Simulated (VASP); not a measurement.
# SnTe (Fm-3m) in VASP: notebook

SnTe is run at these levels: PBE; tasks: single point.

All numbers are computed with VASP 6.6.1; they aren't measurements. Logs are shortened: lines on timing, memory, paths and dates and some standing lists are left out, and cuts for length are marked.

### Step 1. The cell of the first run

Symmetry: Fm-3m, No. 225, cubic system. Conventional cell: a = 6.413 Å, b = 6.413 Å, c = 6.413 Å, α = 90.00°, β = 90.00°, γ = 90.00°. Sn (site symmetry m-3m) has 6 Te at 3.21 Å within 4.2 Å. Te (site symmetry m-3m) has 6 Sn at 3.21 Å within 4.2 Å.

### Step 2. Single point, PBE, non-collinear spin, zero start, spin-orbit coupling

The input, INCAR:

```
ALGO = Normal
EDIFF = 1E-6
ENCUT = 520
GGA = PE
GGA_COMPAT = F
ISIF = 2
ISMEAR = 0
LASPH = T
LCHARG = F
LORBIT = 11
LORBMOM = T
LREAL = F
LSORBIT = T
LWAVE = F
MAGMOM = 0 0 0 0 0 0
NBANDS = 32
NELM = 150
PREC = Accurate
SIGMA = 0.01
```

The input, KPOINTS:

```
k-points
0
Gamma
  10 10 10
```

The input, POSCAR:

```
SnTe
1.0
    0.0000000000      3.2064870538      3.2064870538
    3.2064870538      0.0000000000      3.2064870538
    3.2064870538      3.2064870538      0.0000000000
Sn Te
1 1
Direct
    0.0000000000      0.0000000000      0.0000000000
    0.5000000000      0.5000000000      0.5000000000
```

Potentials or basis: VASP PAW PBE potentials, release 64 (Sn_d, Te).

The run is started by

```
cat potpaw_PBE.64/Sn_d/POTCAR potpaw_PBE.64/Te/POTCAR > POTCAR
mpirun -np 1 vasp_ncl > vasp.out
```

OUTCAR:

```text
EDIFF = 1E-6
   ENCUT = 520
   GGA = PE
   ISIF = 2
   ISMEAR = 0
   LASPH = T
   LORBIT = 11
   LREAL = F
   LSORBIT = T
   NELM = 150
   PREC = Accurate

 ion  position               nearest neighbor table
   1  0.000  0.000  0.000-   2 3.21   2 3.21   2 3.21   2 3.21   2 3.21   2 3.21
   2  0.500  0.500  0.500-   1 3.21   1 3.21   1 3.21   1 3.21   1 3.21   1 3.21

  LATTYP: Found a face centered cubic cell.
 ALAT       =     6.4129741076

  Lattice vectors:

 A1 = (   0.0000000000,   3.2064870538,   3.2064870538)
 A2 = (   3.2064870538,   0.0000000000,   3.2064870538)
 A3 = (   3.2064870538,   3.2064870538,   0.0000000000)

Analysis of symmetry for initial positions (statically):
=====================================================================
 Subroutine PRICEL returns:
 Original cell was already a primitive cell.

 Routine SETGRP: Setting up the symmetry group for a
 face centered cubic supercell.

 Subroutine GETGRP returns: Found 48 space group operations
 (whereof 48 operations were pure point group operations)
 out of a pool of 48 trial point group operations.

The static configuration has the point symmetry O_h .

Analysis of symmetry for dynamics (positions and initial velocities):
=====================================================================
 Subroutine PRICEL returns:
 Original cell was already a primitive cell.

 Routine SETGRP: Setting up the symmetry group for a
 face centered cubic supercell.

 Subroutine GETGRP returns: Found 48 space group operations
 (whereof 48 operations were pure point group operations)
 out of a pool of 48 trial point group operations.

The dynamic configuration has the point symmetry O_h .

Analysis of structural, dynamic, and magnetic symmetry:
=====================================================================
 Subroutine PRICEL returns:
 Original cell was already a primitive cell.

 Routine SETGRP: Setting up the symmetry group for a
 face centered cubic supercell.

 Subroutine GETGRP returns: Found 48 space group operations
 (whereof 48 operations were pure point group operations)
 out of a pool of 48 trial point group operations.

The overall configuration has the point symmetry O_h .

 Subroutine INISYM returns: Found 48 space group operations
 (whereof 48 operations are pure point group operations),
 and found     1 'primitive' translations

----------------------------------------------------------------------------------------

                                     Primitive cell

  volume of cell :      65.9354

  direct lattice vectors                    reciprocal lattice vectors
     0.000000000  3.206487054  3.206487054    -0.155933890  0.155933890  0.155933890
     3.206487054  0.000000000  3.206487054     0.155933890 -0.155933890  0.155933890
     3.206487054  3.206487054  0.000000000     0.155933890  0.155933890 -0.155933890

  length of vectors
     4.534657479  4.534657479  4.534657479     0.270085420  0.270085420  0.270085420

  position of ions in fractional coordinates (direct lattice)
     0.000000000  0.000000000  0.000000000
     0.500000000  0.500000000  0.500000000

  ion indices of the primitive-cell ions
   primitive index   ion index
                 1           1
                 2           2

----------------------------------------------------------------------------------------

 KPOINTS: k-points

Automatic generation of k-mesh.
 Grid dimensions read from file:
 generate k-points for:   10   10   10

 Generating k-lattice:

  Cartesian coordinates                     Fractional coordinates (reciprocal lattice)
    -0.015593389  0.015593389  0.015593389     0.100000000  0.000000000  0.000000000
     0.015593389 -0.015593389  0.015593389     0.000000000  0.100000000  0.000000000
     0.015593389  0.015593389 -0.015593389     0.000000000  0.000000000  0.100000000

[... 91 lines left out ...]
 NGX is ok and might be reduce to    36
   NGX = 17   NGY = 17   NGZ = 17

 number of electron      20.0000005 magnetization      -0.0000000     -0.0000000     -0.0000000

 number of electron      20.0000005 magnetization       0.0000000      0.0000000      0.0000000

 number of electron      20.0000005 magnetization      -0.0000000      0.0000000     -0.0000000

 number of electron      20.0000005 magnetization       0.0000000     -0.0000000      0.0000000

 Free energy of the ion-electron system (eV)
  ---------------------------------------------------
  ext. energy  EPLUGINS =         0.00000000
  ---------------------------------------------------
  free energy    TOTEN  =        -7.71334838 eV

  energy without entropy =       -7.71334838  energy(sigma->0) =       -7.71334838

 E-fermi :   6.2965     XC(G=0):  -9.2591

 val. band max:        6.2494522755   @ k =   0.5000   0.0000   0.0000
 cond. band min:       6.3462477654   @ k =   0.5000   0.0000   0.0000
 fundamental gap:      0.0967954899
 Fermi energy:         6.2964836582

 k-point     1 :       0.0000    0.0000    0.0000
  band No.  band energies     occupation
      1     -16.1766      1.00000
      2     -16.1766      1.00000
      3     -16.1766      1.00000
      4     -16.1766      1.00000
      5     -15.1407      1.00000
      6     -15.1407      1.00000
[... 829 lines left out ...]
     31      15.3868      0.00000
     32      15.3868      0.00000

 [... further k-points ...]
[... 5 lines left out ...]
  --------------------------------------------------------------------------------------
  -------------------------------------------------------------------------------------
  Total       -0.0356016     -0.0356016     -0.0356016      0.0000000      0.0000000      0.0000000
  in kB       -0.8650914     -0.8650914     -0.8650914      0.0000000      0.0000000      0.0000000
  external PRESSURE =      -0.8650914 kB  Pullay stress =       0.0000000 kB

 VOLUME and BASIS-vectors are now :
 -----------------------------------------------------------------------------
  energy-cutoff  :      520.00
  volume of cell :       65.94
      direct lattice vectors                 reciprocal lattice vectors
     0.000000000  3.206487054  3.206487054    -0.155933890  0.155933890  0.155933890
     3.206487054  0.000000000  3.206487054     0.155933890 -0.155933890  0.155933890
     3.206487054  3.206487054  0.000000000     0.155933890  0.155933890 -0.155933890

 POSITION                                       TOTAL-FORCE (eV/Angst)
 -----------------------------------------------------------------------------------
      0.00000      0.00000      0.00000         0.000000      0.000000     -0.000000
      3.20649      3.20649      3.20649        -0.000000     -0.000000      0.000000
 -----------------------------------------------------------------------------------
    total drift:                               -0.000000      0.000000      0.000000

  FREE ENERGIE OF THE ION-ELECTRON SYSTEM (eV)
  ---------------------------------------------------
  free  energy   TOTEN  =        -7.7133483816 eV

  energy  without entropy=       -7.7133483816  energy(sigma->0) =       -7.71334838

 orbital moment (x)

 # of ion     p       d       tot
 ----------------------------------------
  1         0.000  -0.000  -0.000
  2         0.000  -0.000  -0.000
 ----------------------------------------
            0.000  -0.000  -0.000

 orbital moment (y)

 # of ion     p       d       tot
 ----------------------------------------
  1         0.000   0.000   0.000
  2         0.000   0.000   0.000
 ----------------------------------------
            0.000   0.000   0.000

 orbital moment (z)

 # of ion     p       d       tot
 ----------------------------------------
  1         0.000  -0.000  -0.000
  2         0.000   0.000   0.000
 ----------------------------------------
            0.000  -0.000  -0.000

 Spin-Orbit-Coupling matrix elements

 Ion:    1  E_soc:     -0.0953027
 l=   1
     0.0000000    -0.0097320    -0.0097320
    -0.0097320     0.0000000    -0.0097320
    -0.0097320    -0.0097320     0.0000000
 l=   2
     0.0000000    -0.0012192     0.0000000    -0.0012192    -0.0049326
    -0.0012192     0.0000000    -0.0036994    -0.0012192    -0.0012331
     0.0000000    -0.0036994     0.0000000    -0.0036994     0.0000000
    -0.0012192    -0.0012192    -0.0036994     0.0000000    -0.0012331
    -0.0049326    -0.0012331     0.0000000    -0.0012331     0.0000000
 l=   3
     0.0000000     0.0000000     0.0000000     0.0000000     0.0000000     0.0000000     0.0000000
     0.0000000     0.0000000     0.0000000     0.0000000     0.0000000     0.0000000     0.0000000
     0.0000000     0.0000000     0.0000000     0.0000000     0.0000000     0.0000000     0.0000000
     0.0000000     0.0000000     0.0000000     0.0000000     0.0000000     0.0000000     0.0000000
     0.0000000     0.0000000     0.0000000     0.0000000     0.0000000     0.0000000     0.0000000
     0.0000000     0.0000000     0.0000000     0.0000000     0.0000000     0.0000000     0.0000000
     0.0000000     0.0000000     0.0000000     0.0000000     0.0000000     0.0000000     0.0000000

 Ion:    2  E_soc:     -0.2066657
 l=   1
     0.0000000    -0.0344414    -0.0344414
    -0.0344414     0.0000000    -0.0344414
    -0.0344414    -0.0344414     0.0000000
 l=   2
     0.0000000    -0.0000100     0.0000000    -0.0000100     0.0000071
    -0.0000100     0.0000000     0.0000053    -0.0000100     0.0000018
     0.0000000     0.0000053     0.0000000     0.0000053     0.0000000
    -0.0000100    -0.0000100     0.0000053     0.0000000     0.0000018
     0.0000071     0.0000018     0.0000000     0.0000018     0.0000000
 l=   3
     0.0000000     0.0000000     0.0000000     0.0000000     0.0000000     0.0000000     0.0000000
     0.0000000     0.0000000     0.0000000     0.0000000     0.0000000     0.0000000     0.0000000
     0.0000000     0.0000000     0.0000000     0.0000000     0.0000000     0.0000000     0.0000000
     0.0000000     0.0000000     0.0000000     0.0000000     0.0000000     0.0000000     0.0000000
     0.0000000     0.0000000     0.0000000     0.0000000     0.0000000     0.0000000     0.0000000
     0.0000000     0.0000000     0.0000000     0.0000000     0.0000000     0.0000000     0.0000000
     0.0000000     0.0000000     0.0000000     0.0000000     0.0000000     0.0000000     0.0000000

 total charge

# of ion       s       p       d       tot
------------------------------------------
    1        1.372   0.703   9.977  12.052
    2        1.382   1.956   0.025   3.363
--------------------------------------------------
tot          2.754   2.659  10.002  15.415

 magnetization (x)

# of ion       s       p       d       tot
------------------------------------------
    1       -0.000   0.000   0.000  -0.000
    2        0.000   0.000   0.000   0.000
--------------------------------------------------
tot         -0.000   0.000   0.000  -0.000

 magnetization (y)

# of ion       s       p       d       tot
------------------------------------------
    1        0.000   0.000   0.000   0.000
    2        0.000  -0.000  -0.000  -0.000
--------------------------------------------------
tot          0.000  -0.000  -0.000   0.000

 magnetization (z)

# of ion       s       p       d       tot
------------------------------------------
    1        0.000   0.000   0.000   0.000
    2        0.000   0.000   0.000   0.000
--------------------------------------------------
tot          0.000   0.000   0.000   0.000
```

It took 4.6 min on 1 thread of Intel Xeon Platinum 8259CL at 2.50GHz (Skylake/Cascade Lake), shared host; peak memory 0.47 GiB.

Results:

```
Free energy                                           : -7.7133 eV
Pressure                                              : -0.1 GPa
Net moment                                            : 0.00 μB per cell
Valence electrons inside the program's atomic spheres : Sn 12.05; Te 3.36
```

Moments on the atoms (μB; x, y, z):
```
Sn  0.00 0.00 0.00
Te  0.00 0.00 0.00
```

### Step 3. Single point, PBE (29.01 Å³/atom)

This run uses another cell than the first one, of 29.01 Å³/atom.

The input, INCAR:

```
PREC     = Accurate       # precision mode
ENCUT    = 520            # plane-wave cutoff, eV
EDIFF    = 1E-7           # SCF threshold, eV
ISMEAR   = 0              # smearing method
SIGMA    = 0.01           # smearing width, eV
LREAL    = False          # projectors in reciprocal space
LASPH    = True           # aspherical terms in the spheres
NELM     = 100            # most SCF steps
ALGO     = Normal         # electronic algorithm
ISIF     = 2              # what is computed and relaxed
LWAVE    = False          # write WAVECAR
LCHARG   = False          # write CHGCAR
GGA      = PE             # functional
NBANDS   = 17             # bands
```

The input, KPOINTS:

```
Automatic mesh
0
Gamma
  10 10 10
```

The input, POSCAR:

```
SnTe
1.0
    0.0000000000      3.0727251482      3.0727251482
    3.0727251482      0.0000000000      3.0727251482
    3.0727251482      3.0727251482      0.0000000000
Sn Te
1 1
Direct
    0.0000000000      0.0000000000      0.0000000000
    0.5000000000      0.5000000000      0.5000000000
```

Potentials or basis: VASP PAW PBE potentials, release 64 (Sn_d, Te).

The run is started by

```
cat potpaw_PBE.64/Sn_d/POTCAR potpaw_PBE.64/Te/POTCAR > POTCAR
mpirun -np 1 vasp_std > vasp.out
```

Run time: 24 s. Hardware: 1 thread of AMD EPYC 9R14 (Zen 4), shared host; peak memory 0.17 GiB.

It converged, with:

| Property | Result |
| --- | --- |
| Free energy | -7.4182 eV |
| Pressure | 6.7 GPa |
| Band gap on the k mesh | 0.28 eV |

Levels at points of the mesh, in eV from the valence-band top:
```csv
k point,band 6,band 7,band 8,band 9,band 10,band 11,band 12,band 13,band 14,band 15
"(0.00, 0.00, 0.00)",-13.35,-4.32,-2.32,-2.32,-2.32,3.55,3.55,3.55,4.64,4.64
"(0.50, 0.00, 0.00)",-11.87,-8.74,-1.96,-1.96,0.00,0.28,0.28,0.33,8.02,8.95
"(0.50, 0.50, 0.00)",-11.49,-6.50,-6.10,-4.09,-4.09,1.90,5.35,5.35,7.02,9.25
```

Caveat: the cell stands under pressure; spin-orbit coupling is left out, which moves the levels of the heavy elements. A k mesh can miss the band edges.
